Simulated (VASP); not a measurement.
# Pt (P6_3/mmc) in VASP: notebook

The runs below take Pt through relaxation of cell and atoms, single point, with PBEsol.

All numbers are computed with VASP 6.6.1; they aren't measurements. Logs are shortened: lines on timing, memory, paths and dates and some standing lists are left out, and cuts for length are marked.

## (1) The cell of the first run

The structure is hexagonal, space group P6_3/mmc (No. 194). The conventional cell has a = 2.774 Å, b = 2.774 Å, c = 4.530 Å, α = 90.00°, β = 90.00°, γ = 120.00°. Pt (site symmetry -6m2) has 12 Pt at 2.77 Å within 3.7 Å.

This isn't the form of Pt at room conditions, which is fcc.

## (2) Relaxation of cell and atoms, PBEsol

File INCAR:

```
PREC = Accurate
ENCUT = 600
EDIFF = 1E-7
ISMEAR = -1
SIGMA = 0.1
LREAL = False
LASPH = True
NELM = 60
ALGO = Normal
ISIF = 3
LWAVE = False
LCHARG = False
GGA = PS
IBRION = 2
NSW = 80
EDIFFG = -0.01
```

File KPOINTS:

```
regular mesh
0
Gamma
  13 13 7
```

File POSCAR:

```
Pt
1.0
    2.7740467412      0.0000000000      0.0000000000
   -1.3870233706      2.4023949491      0.0000000000
    0.0000000000      0.0000000000      4.5300183283
Pt
2
Direct
    0.3333333333      0.6666666667      0.2500000000
    0.6666666667      0.3333333333      0.7500000000
```

Potentials or basis: VASP PAW PBE potentials, release 64 (Pt).

Started as:

```sh
$ cat potpaw_PBE.64/Pt/POTCAR > POTCAR
$ mpirun -np 1 vasp_std > vasp.out
```

OUTCAR:

```text
PREC = Accurate
   ENCUT = 600
   EDIFF = 1E-7
   ISMEAR = -1
   LREAL = False
   LASPH = True
   NELM = 60
   ISIF = 3
   GGA = PS
   IBRION = 2
   NSW = 80
   EDIFFG = -0.01

 ion  position               nearest neighbor table
   1  0.333  0.667  0.250-   2 2.77   2 2.77   2 2.77   2 2.77   2 2.77   2 2.77
   2  0.667  0.333  0.750-   1 2.77   1 2.77   1 2.77   1 2.77   1 2.77   1 2.77

  LATTYP: Found a hexagonal cell.
 ALAT       =     2.7740467412
 C/A-ratio  =     1.6330000000

  Lattice vectors:

 A1 = (   2.7740467412,   0.0000000000,   0.0000000000)
 A2 = (  -1.3870233706,   2.4023949491,   0.0000000000)
 A3 = (   0.0000000000,   0.0000000000,   4.5300183283)

Analysis of symmetry for initial positions (statically):
=====================================================================
 Subroutine PRICEL returns:
 Original cell was already a primitive cell.

 Routine SETGRP: Setting up the symmetry group for a
 hexagonal supercell.

 Subroutine GETGRP returns: Found 24 space group operations
 (whereof 12 operations were pure point group operations)
 out of a pool of 24 trial point group operations.

The static configuration has the point symmetry D_3d.
 The point group associated with its full space group is D_6h.

Analysis of symmetry for dynamics (positions and initial velocities):
=====================================================================
 Subroutine PRICEL returns:
 Original cell was already a primitive cell.

 Routine SETGRP: Setting up the symmetry group for a
 hexagonal supercell.

 Subroutine GETGRP returns: Found 24 space group operations
 (whereof 12 operations were pure point group operations)
 out of a pool of 24 trial point group operations.

The dynamic configuration has the point symmetry D_3d.
 The point group associated with its full space group is D_6h.

 Subroutine INISYM returns: Found 24 space group operations
 (whereof 12 operations are pure point group operations),
 and found     1 'primitive' translations

----------------------------------------------------------------------------------------

                                     Primitive cell

  volume of cell :      30.1897

  direct lattice vectors                    reciprocal lattice vectors
     2.774046741  0.000000000  0.000000000     0.360484193  0.208125646  0.000000000
    -1.387023371  2.402394949  0.000000000     0.000000000  0.416251291  0.000000000
     0.000000000  0.000000000  4.530018328     0.000000000  0.000000000  0.220749659

  length of vectors
     2.774046741  2.774046741  4.530018328     0.416251291  0.416251291  0.220749659

  position of ions in fractional coordinates (direct lattice)
     0.333333333  0.666666667  0.250000000
     0.666666667  0.333333333  0.750000000

  ion indices of the primitive-cell ions
   primitive index   ion index
                 1           1
                 2           2

----------------------------------------------------------------------------------------

 KPOINTS: regular mesh

Automatic generation of k-mesh.
 Grid dimensions read from file:
 generate k-points for:   13   13    7

 Generating k-lattice:

  Cartesian coordinates                     Fractional coordinates (reciprocal lattice)
     0.027729553  0.016009665  0.000000000     0.076923077 -0.000000000  0.000000000
     0.000000000  0.032019330  0.000000000     0.000000000  0.076923077  0.000000000
     0.000000000  0.000000000  0.031535666     0.000000000  0.000000000  0.142857143

  Length of vectors
     0.032019330  0.032019330  0.031535666

  Shift w.r.t. Gamma in fractional coordinates (k-lattice)
     0.000000000  0.000000000  0.000000000

 Subroutine IBZKPT returns following result:
 ===========================================

 Found     84 irreducible k-points:

 Following reciprocal coordinates:
            Coordinates               Weight
  0.000000  0.000000  0.000000      1.000000
  0.076923  0.000000  0.000000      6.000000
  0.153846  0.000000  0.000000      6.000000
  0.230769  0.000000  0.000000      6.000000
  0.307692  0.000000  0.000000      6.000000
  0.384615  0.000000  0.000000      6.000000
[... 16 lines left out ...]
  0.076923  0.000000  0.142857     12.000000
  0.153846  0.000000  0.142857     12.000000
 [... further k-points ...]
   k-points           NKPTS =     84   k-points in BZ     NKDIM =     84   number of bands    NBANDS=     14
   number of dos      NEDOS =    301   number of ions     NIONS =      2
   total plane-waves  NPLWV =  20736
   dimension x,y,z NGX =    24 NGY =   24 NGZ =   36
   dimension x,y,z NGXF=    48 NGYF=   48 NGZF=   72
   ions per type =               2
   NGX,Y,Z   is equivalent  to a cutoff of  14.38, 14.38, 13.21 a.u.
   NGXF,Y,Z  is equivalent  to a cutoff of  28.77, 28.77, 26.42 a.u.
 SYSTEM =  unknown system
   PREC   = accura    normal or accurate (medium, high low for compatibility)
   ISTART =      0    job   : 0-new  1-cont  2-samecut
   ICHARG =      2    charge: 1-file 2-atom 10-const
   ISPIN  =      1    spin polarized calculation?
   LNONCOLLINEAR =      F non collinear calculations
   LSORBIT =      F    spin-orbit coupling
   LASPH  =      T    aspherical Exc in radial PAW
   ENCUT  =  600.0 eV  44.10 Ry    6.64 a.u.   5.54  5.54  9.05*2*pi/ulx,y,z
   NELM   =     60;   NELMIN=  2; NELMDL= -5     # of ELM steps
   EDIFF  = 0.1E-06   stopping-criterion for ELM
   LREAL  =      F    real-space projection
   EDIFFG = -.1E-01   stopping-criterion for IOM
   NSW    =     80    number of steps for IOM
   IBRION =      2    ionic relax: 0-MD 1-quasi-New 2-CG
   NFREE  =      1    steps in history (QN), initial steepest desc. (CG)
   ISIF   =      3    stress and relaxation
   ISYM   =      2    0-nonsym 1-usesym 2-fastsym
   POTIM  = 0.5000    time-step for ionic-motion
   TEBEG  =    0.0;   TEEND  =   0.0 temperature during run
   PSTRESS=    0.0 pullay stress
   NELECT =      20.0000    total number of electrons
   NUPDOWN=      -1.0000    fix difference up-down
   EMIN   =  10.00;   EMAX   =-10.00  energy-range for DOS
   EFERMI =   0.00;   METHOD = LEGACY
   ISMEAR =    -1;   SIGMA  =   0.10  broadening in eV -4-tet -1-fermi 0-gaus
   EFERMI_NEDOS =   21; number of points for ismear=-14 and -15
   IALGO  =     38    algorithm
   IMIX   =      4    mixing-type and parameters
     AMIX     =   0.40;   BMIX     =  1.00
     AMIX_MAG =   1.60;   BMIX_MAG =  1.00
  volume/ion in A,a.u.               =      15.09       101.86
  Fermi-wavevector in a.u.,A,eV,Ry     =   1.427136  2.696897 27.711231  2.036718
  Thomas-Fermi vector in A             =   2.547338
   LORBIT       =      0    0 simple, 1 ext, 2 COOP (PROOUT), +10 PAW based schemes
   GGA     = PS    functional components
   LHFCALC =     F    Hartree Fock is set to
   AEXX    =    0.0000 exact exchange contribution
   IVDW    =     0    specifies the selected vdW correction
   LEPSILON=     F    determine dielectric tensor
   LRPA    =     F    only Hartree local field effects (RPA)
 conjugate gradient relaxation of ions
 non-spin polarized calculation
  energy-cutoff  :      600.00
  volume of cell :       30.19
 maximum number of plane-waves:      1032
 NGX is ok and might be reduce to    24
   NGX = 11   NGY = 11   NGZ = 19

--------------------------------------- Ionic step        1  -------------------------------------------

 number of electron      20.0000002 magnetization

 Free energy of the ion-electron system (eV)
  ---------------------------------------------------
  ext. energy  EPLUGINS =         0.00000000
  ---------------------------------------------------
  free energy    TOTEN  =       -13.83142738 eV

  energy without entropy =      -13.70768049  energy(sigma->0) =      -13.76955394

------------------------ aborting loop because EDIFF is reached ----------------------------------------

  FORCE on cell =-STRESS in cart. coord.  units (eV):
  Direction    XX          YY          ZZ          XY          YZ          ZX
  --------------------------------------------------------------------------------------
  -------------------------------------------------------------------------------------
  Total       -0.3904111     -0.3904111      1.1347699      0.0000000     -0.0000000      0.0000000
  in kB      -20.7192770    -20.7192770     60.2227041      0.0000000     -0.0000000      0.0000000
  external PRESSURE =       6.2613834 kB  Pullay stress =       0.0000000 kB

 VOLUME and BASIS-vectors are now :
 -----------------------------------------------------------------------------
  energy-cutoff  :      600.00
  volume of cell :       30.19
      direct lattice vectors                 reciprocal lattice vectors
     2.774046741  0.000000000  0.000000000     0.360484193  0.208125646  0.000000000
    -1.387023371  2.402394949  0.000000000     0.000000000  0.416251291  0.000000000
     0.000000000  0.000000000  4.530018328     0.000000000  0.000000000  0.220749659
[... 181 lines left out ...]
 POSITION                                       TOTAL-FORCE (eV/Angst)
 -----------------------------------------------------------------------------------
     -0.00000      1.57702      1.17123        -0.000000      0.000000      0.000000
      1.36574      0.78851      3.51369         0.000000     -0.000000      0.000000
 -----------------------------------------------------------------------------------
    total drift:                                0.000000     -0.000000      0.000000

  FREE ENERGIE OF THE ION-ELECTRON SYSTEM (eV)
  ---------------------------------------------------
  free  energy   TOTEN  =       -13.8579851225 eV

  energy  without entropy=      -13.7478849482  energy(sigma->0) =      -13.80293504

--------------------------------------- Ionic step        7  -------------------------------------------

 number of electron      19.9999999 magnetization

 Free energy of the ion-electron system (eV)
  ---------------------------------------------------
  ext. energy  EPLUGINS =         0.00000000
  ---------------------------------------------------
  free energy    TOTEN  =       -13.85800785 eV

  energy without entropy =      -13.74754388  energy(sigma->0) =      -13.80277586

 E-fermi :  11.0242     XC(G=0): -13.6059

 val. band max:       11.0197727304   @ k =   0.3846   0.1538   0.0000
 cond. band min:      11.0254569407   @ k =   0.3846   0.0000   0.2857
 fundamental gap:      0.0056842103
 Fermi energy:        11.0241875094

 k-point     1 :       0.0000    0.0000    0.0000
  band No.  band energies     occupation
      1       0.7725      2.00000
      2       3.5342      2.00000
      3       6.8762      2.00000
      4       7.3469      2.00000
      5       7.3469      2.00000
      6       7.7646      2.00000
      7       7.7646      2.00000
      8       8.9845      2.00000
      9       8.9845      2.00000
     10      10.1207      1.99976
     11      10.7683      1.85639
     12      10.7683      1.85639
     13      16.1106      0.00000
     14      25.9633      0.00000

 k-point     2 :       0.0769    0.0000    0.0000
  band No.  band energies     occupation
      1       0.9930      2.00000
      2       3.7356      2.00000
      3       6.8181      2.00000
      4       7.3707      2.00000
      5       7.5190      2.00000
      6       7.6576      2.00000
      7       7.9280      2.00000
      8       8.6800      2.00000
      9       8.8710      2.00000
     10       9.1693      2.00000
[... 362 lines left out ...]
 k-point    24 :       0.1538    0.0000    0.1429
  band No.  band energies     occupation
      1       1.7955      2.00000
      2       4.2627      2.00000
      3       6.6211      2.00000
      4       7.0555      2.00000
      5       7.2537      2.00000
      6       7.8923      2.00000
      7       7.9327      2.00000
      8       8.3155      2.00000
      9       8.8306      2.00000
     10       8.8663      2.00000
     11      10.8440      1.71673
     12      12.7947      0.00000
     13      17.4601      0.00000
     14      26.3049      0.00000

 [... further k-points ...]

------------------------ aborting loop because EDIFF is reached ----------------------------------------

  FORCE on cell =-STRESS in cart. coord.  units (eV):
  Direction    XX          YY          ZZ          XY          YZ          ZX
  --------------------------------------------------------------------------------------
  -------------------------------------------------------------------------------------
  Total        0.0033746      0.0033746      0.0070301      0.0000000     -0.0000000      0.0000000
  in kB        0.1786825      0.1786825      0.3722441      0.0000000     -0.0000000      0.0000000
  external PRESSURE =       0.2432031 kB  Pullay stress =       0.0000000 kB

 VOLUME and BASIS-vectors are now :
 -----------------------------------------------------------------------------
  energy-cutoff  :      600.00
  volume of cell :       30.26
      direct lattice vectors                 reciprocal lattice vectors
     2.732288003  0.000000000 -0.000000000     0.365993628  0.211306520  0.000000000
    -1.366144002  2.366230821  0.000000000    -0.000000000  0.422613040  0.000000000
    -0.000000000 -0.000000000  4.680170213     0.000000000 -0.000000000  0.213667443

 POSITION                                       TOTAL-FORCE (eV/Angst)
 -----------------------------------------------------------------------------------
     -0.00000      1.57749      1.17004        -0.000000     -0.000000      0.000000
      1.36614      0.78874      3.51013         0.000000      0.000000      0.000000
 -----------------------------------------------------------------------------------
    total drift:                                0.000000     -0.000000      0.000000

  FREE ENERGIE OF THE ION-ELECTRON SYSTEM (eV)
  ---------------------------------------------------
  free  energy   TOTEN  =       -13.8580078469 eV

  energy  without entropy=      -13.7475438787  energy(sigma->0) =      -13.80277586

 reached required accuracy - stopping structural energy minimisation
```

Run time: 3.1 min. Hardware: 1 thread of Intel Xeon 8259CL, shared host; peak memory 0.19 GiB.

What came out:

| Property | Result |
| --- | --- |
| Free energy | -13.8580 eV |
| Relaxed volume | 15.13 Å³/atom |
| Relaxed cell | a = 2.732 Å, b = 2.732 Å, c = 4.680 Å, α = 90.00°, β = 90.00°, γ = 120.00° |
| Space group after relaxing (to 0.1 Å) | P6_3/mmc (No. 194) |
| Energy gained by relaxing | 13.3 meV/atom |
| Ionic steps | 7 |
| Pressure after relaxing | 0.0 GPa |
| Band gap on the k mesh | zero (bands 10 and 11 overlap by 1.20 eV) |

Step by step:
| step | energy change (eV) | largest force (eV/Å) | pressure (GPa) | volume (Å³) |
| --- | --- | --- | --- | --- |
| 1 | 0.0000 | 0.0000 | 0.63 | 30.19 |
| 2 | -0.0239 | 0.0000 | -1.74 | 30.43 |
| 3 | -0.0249 | 0.0000 | -2.13 | 30.49 |
| 4 | -0.0114 | 0.0000 | 6.49 | 29.64 |
| 5 | -0.0266 | 0.0000 | -0.11 | 30.28 |
| 6 | -0.0266 | 0.0000 | -0.07 | 30.27 |
| 7 | -0.0266 | 0.0000 | 0.02 | 30.26 |

Final structure:
```
Pt
1.0
     2.73229    0.00000    0.00000
    -1.36614    2.36623    0.00000
     0.00000    0.00000    4.68017
Pt
2
Direct
  0.33333 0.66667 0.25000
  0.66667 0.33333 0.75000
```

Levels at points of the mesh, in eV from the Fermi level:
```
           k point  band 6  band 7  band 8  band 9  band 10  band 11  band 12  band 13  band 14
(0.00, 0.00, 0.00)   -3.26   -3.26   -2.04   -2.04    -0.90    -0.26    -0.26     5.09    14.94
```

Caveat: the PAW data sets were made with another functional, which shifts forces and pressure a little; spin-orbit coupling is left out, which moves the levels of the heavy elements.

(Continued in part 2 of 2.)
